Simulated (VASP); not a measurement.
# TiO2 (P2_1/c) in VASP: notebook

TiO2 is run at these levels: PBEsol+U, PBE; tasks: single point.

Everything below comes from runs of VASP 6.6.1. Logs are shortened: lines on timing, memory, paths and dates and some standing lists are left out, and cuts for length are marked.

## Step 1: The cell of the first run

The structure is monoclinic, space group P2_1/c (No. 14). Conventional cell: a = 4.813 Å, b = 4.872 Å, c = 5.041 Å, α = 90.00°, β = 99.86°, γ = 90.00°. Ti (site symmetry 1) has 7 O at 1.88 to 2.20 Å within 2.5 Å. O (site symmetry 1) has 3 Ti at 1.88 to 2.03 Å and 2 O at 2.41 to 2.43 Å within 2.5 Å. O (site symmetry 1) has 4 Ti at 2.00 to 2.20 Å and 8 O at 2.41 to 2.80 Å within 2.8 Å.

## Step 2: Single point, PBEsol+U

Contents of INCAR:

```
PREC     = Accurate       # precision mode
ENCUT    = 520            # plane-wave cutoff, eV
EDIFF    = 1E-6           # SCF threshold, eV
ISMEAR   = -1             # smearing method
SIGMA    = 0.05           # smearing width, eV
LREAL    = F              # projectors in reciprocal space
LASPH    = T              # aspherical terms in the spheres
NELM     = 150            # most SCF steps
ALGO     = Normal         # electronic algorithm
ISIF     = 2              # what is computed and relaxed
LWAVE    = F              # write WAVECAR
LCHARG   = T              # write CHGCAR
LMAXMIX  = 4              # l up to which the mixer works
LDAU     = T              # DFT+U
LDAUTYPE = 2            
LDAUL    = 2 -1           # shell
LDAUU    = 6 0            # U, eV
LDAUJ    = 0 0          
LDAUPRINT= 1            
GGA      = PS             # functional
LVHAR    = T            
NBANDS   = 60             # bands
KPAR     = 4
```

Contents of KPOINTS:

```
Automatic mesh
0
Gamma
  6 6 6
```

Contents of POSCAR:

```
TiO2
1.0
    4.8126997814      0.0000000000      0.0000000000
    0.0000000000      4.8718844600      0.0000000000
   -0.8628854487      0.0000000000      4.9665942755
Ti O
4 8
Direct
    0.2774352600      0.0528083600      0.2131482700
    0.7225647400      0.5528083600      0.2868517300
    0.7225647400      0.9471916400      0.7868517300
    0.2774352600      0.4471916400      0.7131482700
    0.0638382200      0.1769655200      0.8515567400
    0.9361617800      0.6769655200      0.6484432600
    0.9361617800      0.8230344800      0.1484432600
    0.0638382200      0.3230344800      0.3515567400
    0.4453609900      0.7576317400      0.4667718600
    0.5546390100      0.2576317400      0.0332281400
    0.5546390100      0.2423682600      0.5332281400
    0.4453609900      0.7423682600      0.9667718600
```

Potentials or basis: VASP PAW PBE potentials, release 64 (Ti_sv, O).

Run with:

```
$ cat potpaw_PBE.64/Ti_sv/POTCAR potpaw_PBE.64/O/POTCAR > POTCAR
$ mpirun -np 4 vasp_std > vasp.out
```

OUTCAR:

```text
PREC = Accurate
   ENCUT = 520
   EDIFF = 1E-6
   ISMEAR = -1
   LREAL = F
   LASPH = T
   NELM = 150
   ISIF = 2
   GGA = PS

 ion  position               nearest neighbor table
   1  0.277  0.053  0.213-   8 1.88   7 1.97   9 2.00  10 2.00   5 2.03  11 2.12  12 2.20
   2  0.723  0.553  0.287-   7 1.88   8 1.97  10 2.00   9 2.00   6 2.03  12 2.12  11 2.20
   3  0.723  0.947  0.787-   6 1.88   5 1.97  11 2.00  12 2.00   7 2.03   9 2.12  10 2.20
   4  0.277  0.447  0.713-   5 1.88   6 1.97  12 2.00  11 2.00   8 2.03  10 2.12   9 2.20
   5  0.064  0.177  0.852-   4 1.88   3 1.97   1 2.03
   6  0.936  0.677  0.648-   3 1.88   4 1.97   2 2.03
   7  0.936  0.823  0.148-   2 1.88   1 1.97   3 2.03
   8  0.064  0.323  0.352-   1 1.88   2 1.97   4 2.03
   9  0.445  0.758  0.467-   1 2.00   2 2.00   3 2.12   4 2.20
  10  0.555  0.258  0.033-   2 2.00   1 2.00   4 2.12   3 2.20
  11  0.555  0.242  0.533-   3 2.00   4 2.00   1 2.12   2 2.20
  12  0.445  0.742  0.967-   4 2.00   3 2.00   2 2.12   1 2.20

  LATTYP: Found a simple monoclinic cell.
 ALAT       =     4.8126997814
 B/A-ratio  =     1.0122976045
 C/A-ratio  =     1.0474359860
 COS(beta)  =    -0.1711736391

  Lattice vectors:

 A1 = (   4.8126997814,   0.0000000000,   0.0000000000)
 A2 = (   0.0000000000,   4.8718844600,   0.0000000000)
 A3 = (  -0.8628854487,   0.0000000000,   4.9665942755)

Analysis of symmetry for initial positions (statically):
=====================================================================
 Subroutine PRICEL returns:
 Original cell was already a primitive cell.

 Routine SETGRP: Setting up the symmetry group for a
 simple monoclinic supercell.

 Subroutine GETGRP returns: Found  4 space group operations
 (whereof  2 operations were pure point group operations)
 out of a pool of  4 trial point group operations.

The static configuration has the point symmetry S_2 .
 The point group associated with its full space group is C_2h.
[... 297 lines left out ...]
  o =  0.0780  v =  0.0000  0.0000  0.0000  0.0000  0.0000  0.3210  0.1193 -0.4663  0.4431  0.6848      0.0000  0.0000  0.0000  0.0000  0.0000  0.0000  0.0000  0.0000  0.0000  0.0000
  o =  0.1044  v =  0.0826 -0.0124  0.6288 -0.4088  0.6562  0.0000  0.0000  0.0000  0.0000  0.0000      0.0000  0.0000  0.0000  0.0000  0.0000  0.0000  0.0000  0.0000  0.0000  0.0000
  o =  0.1044  v =  0.0000  0.0000  0.0000  0.0000  0.0000  0.0826 -0.0124  0.6288 -0.4088  0.6562      0.0000  0.0000  0.0000  0.0000  0.0000  0.0000  0.0000  0.0000  0.0000  0.0000
  o =  0.1542  v =  0.0000  0.0000  0.0000  0.0000  0.0000  0.0718  0.8011 -0.2910 -0.5167 -0.0371      0.0000  0.0000  0.0000  0.0000  0.0000  0.0000  0.0000  0.0000  0.0000  0.0000
  o =  0.1542  v =  0.0718  0.8011 -0.2910 -0.5167 -0.0371  0.0000  0.0000  0.0000  0.0000  0.0000      0.0000  0.0000  0.0000  0.0000  0.0000  0.0000  0.0000  0.0000  0.0000  0.0000
  o =  0.2158  v =  0.0000  0.0000  0.0000  0.0000  0.0000  0.3264  0.5067  0.5459  0.5393 -0.2186      0.0000  0.0000  0.0000  0.0000  0.0000  0.0000  0.0000  0.0000  0.0000  0.0000
  o =  0.2158  v =  0.3264  0.5067  0.5459  0.5393 -0.2186  0.0000  0.0000  0.0000  0.0000  0.0000      0.0000  0.0000  0.0000  0.0000  0.0000  0.0000  0.0000  0.0000  0.0000  0.0000
  o =  0.2305  v = -0.8823  0.2950  0.0675  0.2805  0.2267  0.0000  0.0000  0.0000  0.0000  0.0000      0.0000  0.0000  0.0000  0.0000  0.0000  0.0000  0.0000  0.0000  0.0000  0.0000
  o =  0.2305  v =  0.0000  0.0000  0.0000  0.0000  0.0000 -0.8823  0.2950  0.0675  0.2805  0.2267      0.0000  0.0000  0.0000  0.0000  0.0000  0.0000  0.0000  0.0000  0.0000  0.0000

 number of electron      95.9999991 magnetization

 Free energy of the ion-electron system (eV)
  ---------------------------------------------------
  ext. energy  EPLUGINS =         0.00000000
  ---------------------------------------------------
  free energy    TOTEN  =       -95.75801925 eV

  energy without entropy =      -95.75801925  energy(sigma->0) =      -95.75801925

 E-fermi :   7.0816     XC(G=0): -12.1674

 val. band max:        6.0196090981   @ k =   0.0000   0.0000   0.0000
 cond. band min:       8.9862414462   @ k =   0.5000   0.0000  -0.0000
 fundamental gap:      2.9666323481
 Fermi energy:         7.0816481417

 k-point     1 :       0.0000    0.0000    0.0000
  band No.  band energies     occupation
      1     -51.9859      2.00000
      2     -51.9515      2.00000
      3     -51.9505      2.00000
      4     -51.9489      2.00000
      5     -28.4239      2.00000
      6     -28.4163      2.00000
[... 1501 lines left out ...]
     59      10.7608      0.00000
     60      10.9884      0.00000

 [... further k-points ...]

------------------------ aborting loop because EDIFF is reached ----------------------------------------

  FORCE on cell =-STRESS in cart. coord.  units (eV):
  Direction    XX          YY          ZZ          XY          YZ          ZX
  --------------------------------------------------------------------------------------
  -------------------------------------------------------------------------------------
  Total        8.1553247      8.3972302      6.6136794      0.0000000      0.0000000     -0.0420691
  in kB      112.2037579    115.5319768     90.9932734      0.0000000      0.0000000     -0.5788017
  external PRESSURE =     106.2430027 kB  Pullay stress =       0.0000000 kB

 VOLUME and BASIS-vectors are now :
 -----------------------------------------------------------------------------
  energy-cutoff  :      520.00
  volume of cell :      116.45
      direct lattice vectors                 reciprocal lattice vectors
     4.812699781  0.000000000  0.000000000     0.207783582  0.000000000  0.036099874
     0.000000000  4.871884460  0.000000000     0.000000000  0.205259383  0.000000000
    -0.862885449  0.000000000  4.966594276     0.000000000  0.000000000  0.201345217

 POSITION                                       TOTAL-FORCE (eV/Angst)
 -----------------------------------------------------------------------------------
      1.15129      0.25728      1.05862         0.133469     -0.570210     -0.428680
      3.22997      2.69322      1.42468        -0.133469     -0.570210      0.428680
      2.79852      4.61461      3.90797        -0.133469      0.570210      0.428680
      0.71985      2.17867      3.54192         0.133469      0.570210     -0.428680
     -0.42756      0.86216      4.22934        -0.175103     -0.235897      0.155172
      3.94593      3.29810      3.22055         0.175103     -0.235897     -0.155172
      4.37738      4.00973      0.73726         0.175103      0.235897     -0.155172
      0.00388      1.57379      1.74604        -0.175103      0.235897      0.155172
      1.74062      3.69109      2.31827        -0.253177     -0.102406      0.289275
      2.64064      1.25515      0.16503         0.253177     -0.102406     -0.289275
      2.20920      1.18079      2.64833         0.253177      0.102406     -0.289275
      1.30918      3.61673      4.80156        -0.253177      0.102406      0.289275
 -----------------------------------------------------------------------------------
    total drift:                               -0.000000      0.000000      0.000000

  FREE ENERGIE OF THE ION-ELECTRON SYSTEM (eV)
  ---------------------------------------------------
  free  energy   TOTEN  =       -95.7580192508 eV

  energy  without entropy=      -95.7580192508  energy(sigma->0) =      -95.75801925
```

OSZICAR:

```text
N       E                     dE             d eps       ncg     rms          rms(c)
DAV:   1     0.155758177751E+04    0.15576E+04   -0.47296E+04  9608   0.194E+03
DAV:   2     0.191355266787E+03   -0.13662E+04   -0.12953E+04  9680   0.608E+02
DAV:   3    -0.112327508887E+03   -0.30368E+03   -0.29478E+03 12072   0.249E+02
DAV:   4    -0.133898137537E+03   -0.21571E+02   -0.21511E+02 14048   0.717E+01
DAV:   5    -0.135004919974E+03   -0.11068E+01   -0.11061E+01 14800   0.136E+01    0.436E+01
DAV:   6    -0.951321422103E+02    0.39873E+02   -0.19150E+02 13980   0.101E+02    0.144E+01
DAV:   7    -0.958021802338E+02   -0.67004E+00   -0.20599E+01 13472   0.214E+01    0.911E+00
DAV:   8    -0.957529485269E+02    0.49232E-01   -0.30789E+00 13272   0.110E+01    0.281E+00
DAV:   9    -0.957400215888E+02    0.12927E-01   -0.72832E-01 13356   0.634E+00    0.196E+00
DAV:  10    -0.957665974828E+02   -0.26576E-01   -0.27305E-01 13976   0.271E+00    0.690E-01
DAV:  11    -0.957580823351E+02    0.85151E-02   -0.47716E-02 12840   0.109E+00    0.148E-01
DAV:  12    -0.957582034752E+02   -0.12114E-03   -0.25550E-03 12264   0.281E-01    0.906E-02
DAV:  13    -0.957580422625E+02    0.16121E-03   -0.84231E-04 14232   0.154E-01    0.454E-02
DAV:  14    -0.957580183360E+02    0.23927E-04   -0.21275E-04 13800   0.109E-01    0.190E-02
DAV:  15    -0.957580217991E+02   -0.34631E-05   -0.86853E-05 13332   0.626E-02    0.167E-02
DAV:  16    -0.957580190276E+02    0.27714E-05   -0.28354E-05 12728   0.395E-02    0.437E-03
DAV:  17    -0.957580192508E+02   -0.22321E-06   -0.21760E-06  8428   0.109E-02
   1 F= -.95758019E+02 E0= -.95758019E+02  d E =-.508778E-10
```

Run time: 4.1 min. Hardware: 4 MPI ranks of Intel Xeon Platinum 8488C (Sapphire Rapids), shared host; peak memory 0.49 GiB.

What came out:

| Item | Value |
| --- | --- |
| Free energy | -95.7580 eV |
| Pressure | 10.6 GPa |
| Largest force | 0.726 eV/Å |
| Band gap on the k mesh | 2.97 eV (least direct gap 3.04 eV) |

Forces in eV/Å, atoms in the order of the input:
```
Ti   0.133 -0.570 -0.429
Ti  -0.133 -0.570  0.429
Ti  -0.133  0.570  0.429
Ti   0.133  0.570 -0.429
O   -0.175 -0.236  0.155
O    0.175 -0.236 -0.155
O    0.175  0.236 -0.155
O   -0.175  0.236  0.155
O   -0.253 -0.102  0.289
O    0.253 -0.102 -0.289
O    0.253  0.102 -0.289
O   -0.253  0.102  0.289
```

Eigenvalues of the final occupation matrices:
```
    site  spin  trace               eigenvalues
site 1 d     1   0.78  0.08 0.10 0.15 0.22 0.23
site 1 d     2   0.78  0.08 0.10 0.15 0.22 0.23
site 2 d     1   0.78  0.08 0.10 0.15 0.22 0.23
site 2 d     2   0.78  0.08 0.10 0.15 0.22 0.23
site 3 d     1   0.78  0.08 0.10 0.15 0.22 0.23
site 3 d     2   0.78  0.08 0.10 0.15 0.22 0.23
site 4 d     1   0.78  0.08 0.10 0.15 0.22 0.23
site 4 d     2   0.78  0.08 0.10 0.15 0.22 0.23
```

Caveat: the cell stands under pressure; the PAW data sets were made with another functional, which shifts forces and pressure a little.

## Step 3: Single point, PBE

This run uses another cell than the first one, of 9.96 Å³/atom.

Contents of INCAR:

```
  PREC = Accurate
  ENCUT = 520
  EDIFF = 1E-6
  ISMEAR = -1
  SIGMA = 0.05
  LREAL = F
  LASPH = T
  NELM = 80
  ALGO = Normal
  ISIF = 2
  LWAVE = F
  LCHARG = F
  GGA = PE
  NBANDS = 60
```

KPOINTS is that of step 2.

Contents of POSCAR:

```
TiO2
1.0
    4.8543929629      0.0000000000     -0.0190186070
    0.0000000000      4.9049668134      0.0000000000
   -0.8899875225      0.0000000000      5.0254487395
Ti O
4 8
Direct
    0.2756774385      0.0581464293      0.2173931289
    0.7243225615      0.5581464293      0.2826068711
    0.7243225615      0.9418535707      0.7826068711
    0.2756774385      0.4418535707      0.7173931289
    0.0607478808      0.1812903378      0.8565557991
    0.9392521192      0.6812903378      0.6434442009
    0.9392521192      0.8187096622      0.1434442009
    0.0607478808      0.3187096622      0.3565557991
    0.4499784472      0.7586536541      0.4559433120
    0.5500215528      0.2586536541      0.0440566880
    0.5500215528      0.2413463459      0.5440566880
    0.4499784472      0.7413463459      0.9559433120
```

Potentials or basis: VASP PAW PBE potentials, release 64 (Ti_sv, O).

Run with:

```
$ cat potpaw_PBE.64/Ti_sv/POTCAR potpaw_PBE.64/O/POTCAR > POTCAR
$ mpirun -np 1 vasp_std > vasp.out
```

Run time: 10 min. Hardware: 1 thread of Intel Xeon Platinum 8259CL at 2.50GHz (Skylake/Cascade Lake), shared host; peak memory 0.49 GiB.

Results (log left out):

| Quantity | Value |
| --- | --- |
| Free energy | -106.9754 eV |
| Pressure | 0.8 GPa |
| Largest force | 0.055 eV/Å |
| Band gap on the k mesh | 2.35 eV (least direct gap 2.38 eV) |

Forces in eV/Å, atoms in the order of the input:
```
Ti   0.028 -0.047 -0.009
Ti  -0.028 -0.047  0.009
Ti  -0.028  0.047  0.009
Ti   0.028  0.047 -0.009
O   -0.030 -0.022  0.005
O    0.030 -0.022 -0.005
O    0.030  0.022 -0.005
O   -0.030  0.022  0.005
O   -0.029 -0.012  0.026
O    0.029 -0.012 -0.026
O    0.029  0.012 -0.026
O   -0.029  0.012  0.026
```

Stress tensor (GPa, compression positive):
```
 0.85  0.00 -0.01
 0.00  0.79  0.00
-0.01  0.00  0.75
```

Levels at points of the mesh, in eV from the valence-band top:
```
           k point  band 46  band 47  band 48  band 49  band 50  band 51
(0.00, 0.00, 0.00)    -0.61    -0.13     0.00     2.38     2.58     2.84
(0.50, 0.00, 0.00)    -0.76    -0.56    -0.14     2.35     2.78     2.81
(0.00, 0.50, 0.00)    -0.95    -0.33    -0.33     2.80     2.80     3.15
(0.50, 0.50, 0.00)    -0.94    -0.78    -0.78     2.65     2.65     2.96
(0.00, 0.00, 0.50)    -1.04    -0.43    -0.43     2.59     2.59     2.89
(0.50, 0.00, 0.50)    -1.02    -0.67    -0.67     2.36     2.36     3.23
(0.00, 0.50, 0.50)    -1.06    -0.90    -0.90     2.67     2.67     2.80
(0.50, 0.50, 0.50)    -1.16    -0.93    -0.93     2.56     2.56     2.86
```

A k mesh can miss the band edges.
